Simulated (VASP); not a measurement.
Write the native input for VASP 6.6.1 that does the following.

- Task: single point
- Functional: PBE
- Potentials or basis: VASP PAW PBE potentials, release 64 (Mg, S)
- Cutoff: 520 eV
- k mesh: 9 × 9 × 3
- Occupations: gaussian, width 0.02 eV
- Spin: no spin polarisation
- Dipole correction: no
- Further INCAR settings: ALGO = Normal; EDIFF = 1e-06; NBANDS = 21

The structure of MgS lies in POSCAR:

```
MgS
1.0
    4.0281038805      0.0000000000      0.0000000000
   -2.0140519402      3.4884402896      0.0000000000
    0.0000000000      0.0000000000      9.8687121188
Mg S
3 3
Direct
    0.0000000000      0.0000000000      0.0001058165
    0.3333333333      0.6666666667      0.3334391499
    0.6666666667      0.3333333333      0.6667724832
    0.0000000000      0.0000000000      0.2498941835
    0.3333333333      0.6666666667      0.5832275168
    0.6666666667      0.3333333333      0.9165608501
```

The input as run:

INCAR

```
SYSTEM = MgS
PREC = Accurate
ENCUT = 520
EDIFF = 1E-6
ISMEAR = 0
SIGMA = 0.02
LREAL = .FALSE.
LASPH = .TRUE.
NELM = 60
ALGO = Normal
ISIF = 2
LWAVE = .FALSE.
LCHARG = .FALSE.
GGA = PE
NBANDS = 21
```

KPOINTS

```
regular mesh
0
G
  9 9 3
  0 0 0
```

Potentials or basis: VASP PAW PBE potentials, release 64 (Mg, S).

The run is started by

```bash
$ cat potpaw_PBE.64/Mg/POTCAR potpaw_PBE.64/S/POTCAR > POTCAR
$ mpirun -np 1 vasp_std > vasp.out
```

It gave:

```yaml
Pressure: -0.1 GPa
Largest_force: 0.010 eV/Å
Band_gap_on_the_k_mesh: 3.36 eV
```

Wall time 43 s on 1 thread of Intel(R) Xeon(R) 6975P-C (Granite Rapids), with other jobs on the host, peak memory 0.28 GiB.
